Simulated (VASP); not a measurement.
# VH2: single point with PBEsol

Crystal: VH2.

```
V H
1.0
     2.06127    2.06127    0.00000
    -2.06127    2.06127    0.00000
     0.00000    0.00000    4.19854
V H
2 4
Direct
  0.00000 0.00000 0.00000
  0.50000 0.50000 0.50000
  0.00000 0.50000 0.75000
  0.50000 0.00000 0.75000
  0.50000 0.00000 0.25000
  0.00000 0.50000 0.25000
```

This cell differs from its parent crystal: biaxial strain in the a-b plane: -1.0 %, then relaxed in part.

- Program: VASP 6.6.1
- Task: single point
- Functional: PBEsol
- Potentials or basis: VASP PAW PBE potentials, release 64 (V_sv, H)
- Cutoff: 520 eV
- k mesh: 12 × 12 × 8
- Occupations: gaussian, width 0.1 eV
- Spin: no spin polarisation
- Dipole correction: no
- Further INCAR settings: ALGO = Normal; EDIFF = 1e-07; NBANDS = 24

```
Pressure               : 2.4 GPa
Band gap on the k mesh : zero (bands 15 and 16 overlap by 2.64 eV)
```

Stress tensor (GPa, compression positive):
```
3.58 0.00 0.00
0.00 3.58 0.00
0.00 0.00 0.12
```

Levels at points of the mesh, in eV from the Fermi level:
| k point | band 11 | band 12 | band 13 | band 14 | band 15 | band 16 | band 17 | band 18 | band 19 | band 20 |
| --- | --- | --- | --- | --- | --- | --- | --- | --- | --- | --- |
| (0.00, 0.00, 0.00) | -5.82 | -3.93 | -1.12 | -1.02 | -1.02 | 0.76 | 0.91 | 1.37 | 1.78 | 1.78 |
| (0.50, 0.00, 0.00) | -5.74 | -5.74 | -1.65 | -1.65 | 0.12 | 0.12 | 0.43 | 0.43 | 2.33 | 2.33 |
| (0.50, 0.50, 0.00) | -5.53 | -5.53 | -3.91 | -3.91 | 1.74 | 1.74 | 1.78 | 1.78 | 1.85 | 1.85 |
| (0.00, 0.00, 0.50) | -4.91 | -4.91 | -0.94 | -0.94 | 0.03 | 0.03 | 0.03 | 0.03 | 1.33 | 1.33 |
| (0.50, 0.00, 0.50) | -5.67 | -5.67 | -1.00 | -1.00 | -0.85 | -0.85 | 1.64 | 1.64 | 1.70 | 1.70 |
| (0.50, 0.50, 0.50) | -6.26 | -6.26 | -2.93 | -2.93 | 0.31 | 0.31 | 1.86 | 1.86 | 3.77 | 3.77 |

It took 32 s on 1 thread of Intel(R) Xeon(R) 6975P-C (Granite Rapids), with other jobs on the host, peak memory 0.22 GiB.

Caveat: the cell differs from its parent crystal (biaxial strain in the a-b plane: -1.0 %, then relaxed in part); the PAW data sets were made with another functional, which shifts forces and pressure a little.
